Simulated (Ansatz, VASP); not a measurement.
HgTe: VASP beside Ansatz

INCAR

```
PREC = Accurate ; ENCUT = 520
EDIFF = 1E-6 ; ISMEAR = 0
SIGMA = 0.05 ; LREAL = False
LASPH = True ; NELM = 80
ALGO = Normal ; ISIF = 2
LWAVE = False ; LCHARG = False
GGA = PE ; NBANDS = 16
```

The input KPOINTS:

```
Automatic mesh
0
Gamma
  10 10 10
```

POSCAR

```
HgTe
1.0
    0.0000000000      3.3019062498      3.3019062498
    3.3019062498      0.0000000000      3.3019062498
    3.3019062498      3.3019062498      0.0000000000
Hg Te
1 1
Direct
    0.0000000000      0.0000000000      0.0000000000
    0.2500000000      0.2500000000      0.2500000000
```

Input for Ansatz:

```yaml
crystal:
  lattice:
    - [0.0, 3.3019062498, 3.3019062498]
    - [3.3019062498, 0.0, 3.3019062498]
    - [3.3019062498, 3.3019062498, 0.0]
  atoms:
    - { symbol: Hg, position: [0.0, 0.0, 0.0] }
    - { symbol: Te, position: [0.25, 0.25, 0.25] }
basis:
  ecutwfc: 420
  ecutrho_ratio: 4
kpoints:
  mp_grid: { grid: [10, 10, 10] }
hamiltonian:
  xc: pbe
scf:
  occupations: { method: gaussian, width: 0.05 }
output:
  forces: true
  stress: true
  eigenvalues: true
```

Alike in both runs: task single point; functional PBE; k mesh 10 × 10 × 10; occupations gaussian, width 0.05 eV; no spin polarisation.

|  | VASP | Ansatz |
| --- | --- | --- |
| version | VASP 6.6.1 | Ansatz 0.2.0 |
| potentials or method | VASP PAW PBE potentials, release 64 (Hg, Te), cutoff 520 eV | scalar-relativistic, plane waves, PAW |
| valence electrons in the cell | 18 | 36 |

|  | VASP | Ansatz | Ansatz less VASP |
| --- | --- | --- | --- |
| gap on the k mesh at the Fermi level (eV) | none | none | - |
| pressure (GPa) | 0.8 | 0.8 | -0.05 |

A gap of «none» marks a metal or a gap that the smearing closes. VASP's potentials hold 18 valence electrons a cell and Ansatz's 36, so a difference there can come from the potentials and not from the codes.

Spin-orbit coupling is off throughout.
